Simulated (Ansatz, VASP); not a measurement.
Re in VASP and in Ansatz

```
CELL_PARAMETERS angstrom
0.02962 1.98981 1.98981
1.98981 0.02962 1.98981
1.98981 1.98981 0.02962
ATOMIC_POSITIONS crystal
Re 0.00000 0.00000 0.00000
```

Change from the starting cell: equal xy, yz and zx shear strains of +1.5 %, PAW files.

Alike in both runs: task electric field gradients; functional PBE; k mesh 14 × 14 × 14; occupations fermi-dirac, width 0.05 eV; no spin polarisation.

|  | VASP | Ansatz |
| --- | --- | --- |
| version | VASP 6.6.1 | Ansatz 0.2.0 |
| potentials or method | VASP PAW PBE potentials, release 64 (Re) | PAW with Ansatz's default frozen-core files, scalar-relativistic |
| plane-wave cutoff (eV) | 520 | 420 |
| valence electrons in the cell | 7 | 15 |

VASP gave:

* pressure (GPa): -9.5
* traceless stress, the component that is largest in VASP (GPa): -2.60
* size of Vzz on the site where it differs most (V/Å²): 50.1

Q: What did Ansatz give for the same quantities?

A: Pressure (GPa): -8.8; traceless stress, the component that is largest in VASP (GPa): -2.63; size of Vzz on the site where it differs most (V/Å²): 43.3.

With one functional, cell and mesh, what is left measures potentials, basis and numerics. VASP's potentials hold 7 valence electrons a cell and Ansatz's 15, so a difference there can come from the potentials and not from the codes.

Neither program's run includes spin-orbit coupling.
